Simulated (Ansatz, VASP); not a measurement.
# Zn in VASP and in Ansatz

```
Zn
1.0
    -1.56904    1.56904    1.56904
     1.56904   -1.56904    1.56904
     1.56904    1.56904   -1.56904
Zn
1
Cartesian
  0.0000 0.0000 0.0000
```

Alike in both runs: task single point; functional PBEsol; k mesh 8 × 8 × 8; occupations gaussian, width 0.1 eV; no spin polarisation.

```csv
,VASP,Ansatz
version,VASP 6.6.1,Ansatz 0.2.0
potentials or method,"VASP PAW PBE potentials, release 64 (Zn), cutoff 500 eV","scalar-relativistic, plane waves, PAW"
valence electrons in the cell,12,12
```

Ansatz gave:

```
gap on the k mesh at the Fermi level (eV) : none
pressure (GPa)                            : -6.1
```

Question: What did VASP give for the same quantities?

Answer: gap on the k mesh at the Fermi level (eV): none; pressure (GPa): -5.8.

VASP's potentials were made for PBE, not for PBEsol. A gap of «none» marks a metal or a gap that the smearing closes.
